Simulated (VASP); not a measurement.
YPb3, 4 atoms in the cell. Symmetry: Pm-3m, No. 221, cubic system. Conventional cell: a = 4.895 Å, b = 4.895 Å, c = 4.895 Å, α = 90.00°, β = 90.00°, γ = 90.00°. Y (site symmetry m-3m) has 12 Pb at 3.46 Å within 4.5 Å. Pb (site symmetry 4/mmm) has 4 Y at 3.46 Å and 8 Pb at 3.46 Å within 4.5 Å. 

- Program: VASP 6.6.1
- Task: single point
- Functional: r2SCAN
- Potentials or basis: VASP PAW PBE potentials, release 64 (Y_sv, Pb_d)
- Cutoff: 520 eV
- k mesh: 7 × 7 × 7
- Occupations: fermi-dirac, width 0.1 eV
- Spin: no spin polarisation
- Dipole correction: no
- Further INCAR settings: ALGO = Normal; EDIFF = 1e-06; NBANDS = 34

Potentials or basis: VASP PAW PBE potentials, release 64 (Y_sv, Pb_d).

Run with:

```bash
$ cat potpaw_PBE.64/Y_sv/POTCAR potpaw_PBE.64/Pb_d/POTCAR > POTCAR
$ cp INCAR.step1 INCAR
$ mpirun -np 1 vasp_std > vasp.out
$ cp INCAR.step2 INCAR
$ mpirun -np 1 vasp_std > vasp.out
```

Hardware: 1 thread of Intel Xeon 8259CL (shared host).

Question: How long does it take, and how much memory?

Answer: Wall time 8.5 min on 1 thread of Intel Xeon 8259CL, on a shared host, peak memory 0.26 GiB. Counts: k points 20.
